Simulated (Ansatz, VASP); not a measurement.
**ZrTlAs in VASP and in Ansatz**

```
CELL_PARAMETERS angstrom
4.42575 0.00000 0.00000
0.00000 4.42575 0.00000
0.00000 0.00000 7.72672
ATOMIC_POSITIONS crystal
Zr 0.00000 0.00000 0.00000
Zr 0.50000 0.50000 0.00000
Tl 0.00000 0.50000 0.30950
Tl 0.50000 0.00000 0.69050
As 0.00000 0.50000 0.84568
As 0.50000 0.00000 0.15432
```

Change from the starting cell: species swapped into the PrFeSi type (P4/nmm, No. 129).

Alike in both runs: task single point; functional PBE; k mesh 4 × 4 × 2; occupations gaussian, width 0.1 eV; no spin polarisation.

|  | VASP | Ansatz |
| --- | --- | --- |
| version | VASP 6.6.1 | Ansatz 0.2.0 |
| potentials or method | VASP PAW PBE potentials, release 64 (Zr_sv, Tl_d, As), cutoff 520 eV | scalar-relativistic, plane waves, PAW |
| valence electrons in the cell | 60 | 80 |

|  | VASP | Ansatz | Ansatz less VASP |
| --- | --- | --- | --- |
| gap on the k mesh at the Fermi level (eV) | none | none | - |
| pressure (GPa) | 16.6 | 16.4 | -0.18 |
| traceless stress, the component that is largest in VASP (GPa) | -4.78 | -4.70 | +0.078 |
| rms of the force components (eV/Å) | 1.103 | 1.088 | -0.0150 |

Atom by atom the forces differ by 0.016 eV/Å (rms over components). A gap of «none» marks a metal or a gap that the smearing closes. VASP's potentials hold 60 valence electrons a cell and Ansatz's 80, so a difference there can come from the potentials and not from the codes.

The k mesh is coarse, so the values compare programs but aren't converged. Neither program's run includes spin-orbit coupling.
